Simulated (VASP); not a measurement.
Set up this calculation in VASP 6.6.1, as the native input.

- Task: single point
- Functional: PBE
- Potentials or basis: VASP PAW PBE potentials, release 64 (Cd, Ag)
- Cutoff: 520 eV
- k mesh: 14 × 14 × 1
- Occupations: gaussian, width 0.1 eV
- Spin: no spin polarisation
- Dipole correction: yes
- Further INCAR settings: ALGO = Normal; EDIFF = 1e-06; NBANDS = 18

The structure of CdAg lies in POSCAR:

```
CdAg
1.0
    3.9055291848      0.0000000000      0.0000000000
    0.0000000000      3.9055291848      0.0000000000
    0.0000000000      0.0000000000     23.8000000000
Cd Ag
1 1
Direct
    0.0000000000      0.0000000000      0.2941176471
    0.5000000000      0.5000000000      0.2941176471
```

The cell was built from a structure type or drawn by symmetry, and may not be a known phase.

These files were run (other wordings do the same):

INCAR

```
PREC     = Accurate       # precision mode
ENCUT    = 520            # plane-wave cutoff, eV
EDIFF    = 1E-6           # SCF threshold, eV
ISMEAR   = 0              # smearing method
SIGMA    = 0.1            # smearing width, eV
LREAL    = False          # projectors in reciprocal space
LASPH    = True           # aspherical terms in the spheres
NELM     = 100            # most SCF steps
ALGO     = Normal         # electronic algorithm
ISIF     = 2              # what is computed and relaxed
LWAVE    = False          # write WAVECAR
LCHARG   = True           # write CHGCAR
LDIPOL   = True         
IDIPOL   = 3            
DIPOL    = 0.5 0.5 0.294
GGA      = PE             # functional
LELF     = True           # ELF
LVHAR    = True         
LVACPOTAV= True         
NBANDS   = 18             # bands
```

KPOINTS

```
regular mesh
0
Gamma
  14 14 1
```

Potentials or basis: VASP PAW PBE potentials, release 64 (Cd, Ag).

Run with:

```sh
$ cat potpaw_PBE.64/Cd/POTCAR potpaw_PBE.64/Ag/POTCAR > POTCAR
$ mpirun -np 1 vasp_std > vasp.out
```

It gave:

```json
{"Band gap on the k mesh": "zero (an odd number of electrons rules out a gap without spin polarisation)"}
```

Run time: 2.6 min on 1 thread of Intel(R) Xeon(R) 6975P-C (Granite Rapids), on a shared host, peak memory 0.58 GiB.
